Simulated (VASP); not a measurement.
Set up this calculation in VASP 6.6.1, as the native input.

| Item | Value |
| --- | --- |
| Task | single point |
| Functional | revpbe exchange, lda correlation |
| Potentials or basis | VASP PAW PBE potentials, release 64 (Sn_d) |
| Cutoff | 500 eV |
| k mesh | 7 × 7 × 7 |
| Occupations | tetrahedron |
| Spin | no spin polarisation |
| Dipole correction | no |
| Further INCAR settings | ALGO = Normal; EDIFF = 1e-06; NBANDS = 21 |

The structure of Sn lies in POSCAR:

```
Sn
1.0
    0.0000000000      3.2333428000      3.2333428000
    3.2333428000      0.0000000000      3.2333428000
    3.2333428000      3.2333428000      0.0000000000
Sn
2
Direct
    0.7135420000      0.7944740000      0.7351350000
    0.5254120000      0.5278630000      0.4663770000
```

One way to write it, as run:

INCAR

```
  PREC = Accurate
  ENCUT = 500
  EDIFF = 1E-6
  ISMEAR = -5
  SIGMA = 0.05
  LREAL = F
  LASPH = T
  NELM = 120
  ALGO = Normal
  ISIF = 2
  LWAVE = F
  LCHARG = F
  GGA = LIBXC
  LIBXC1 = GGA_X_PBE_R
  LIBXC2 = LDA_C_PW
  NBANDS = 21
  GGA_COMPAT = F
```

KPOINTS

```
regular mesh
0
Gamma
  7 7 7
```

Potentials or basis: VASP PAW PBE potentials, release 64 (Sn_d).

Command:

```console
$ cat potpaw_PBE.64/Sn_d/POTCAR > POTCAR
$ mpirun -np 1 vasp_std > vasp.out
```

It gave:

```
Pressure               : 9.6 GPa
Largest force          : 1.519 eV/Å
Band gap on the k mesh : zero (bands 14 and 15 overlap by 0.68 eV)
```

Caveat: the cell stands under pressure; the PAW data sets were made with another functional, which shifts forces and pressure a little; spin-orbit coupling is left out, which moves the levels of the heavy elements; tetrahedron occupations give inexact forces and stress in metals.

Wall time 3.2 min on 1 thread of Intel(R) Xeon(R) Platinum 8488C (Sapphire Rapids), on a shared host, peak memory 0.34 GiB.
